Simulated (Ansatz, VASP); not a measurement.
Two plane-wave programs on BiTe

Contents of INCAR:

```
SYSTEM = BiTe
PREC = Accurate
ENCUT = 520
EDIFF = 1E-6
ISMEAR = 0
SIGMA = 0.1
LREAL = .FALSE.
LASPH = .TRUE.
NELM = 100
ALGO = Normal
ISIF = 2
LWAVE = .FALSE.
LCHARG = .FALSE.
GGA = PE
NBANDS = 18
```

File KPOINTS:

```
regular mesh
0
G
  4 4 4
  0 0 0
```

Contents of POSCAR:

```
BiTe
1.0
    0.0000000000      3.2350000000      3.2350000000
    3.2350000000      0.0000000000      3.2350000000
    3.2350000000      3.2350000000      0.0000000000
Bi Te
1 1
Direct
    0.0000000000      0.0000000000      0.0000000000
    0.5000000000      0.5000000000      0.5000000000
```

Input for Ansatz:

```yaml
crystal:
  lattice:
    - [0.0, 3.235, 3.235]
    - [3.235, 0.0, 3.235]
    - [3.235, 3.235, 0.0]
  atoms:
    - { symbol: Bi, position: [0.0, 0.0, 0.0] }
    - { symbol: Te, position: [0.5, 0.5, 0.5] }
basis:
  ecutwfc: 420
kpoints:
  mp_grid: { grid: [4, 4, 4] }
hamiltonian:
  xc: pbe
scf:
  occupations: { method: gaussian, width: 0.1 }
output:
  forces: true
  stress: true
  eigenvalues: true
```

Alike in both runs: task single point; functional PBE; k mesh 4 × 4 × 4; occupations gaussian, width 0.1 eV; no spin polarisation.

|  | VASP | Ansatz |
| --- | --- | --- |
| version | VASP 6.6.1 | Ansatz 0.2.0 |
| potentials or method | VASP PAW PBE potentials, release 64 (Bi_d, Te), cutoff 520 eV | scalar-relativistic, plane waves, PAW |
| valence electrons in the cell | 21 | 31 |

Ansatz gave:

| Item | Value |
| --- | --- |
| gap on the k mesh at the Fermi level (eV) | none |
| pressure (GPa) | 0.7 |

**Question.** Which values does VASP return?

**Answer.** gap on the k mesh at the Fermi level (eV): none; pressure (GPa): 0.6.

A gap of «none» marks a metal or a gap that the smearing closes. VASP's potentials hold 21 valence electrons a cell and Ansatz's 31, so a difference there can come from the potentials and not from the codes.

The k mesh is coarse, so the values compare programs but aren't converged. Spin-orbit coupling is off throughout.
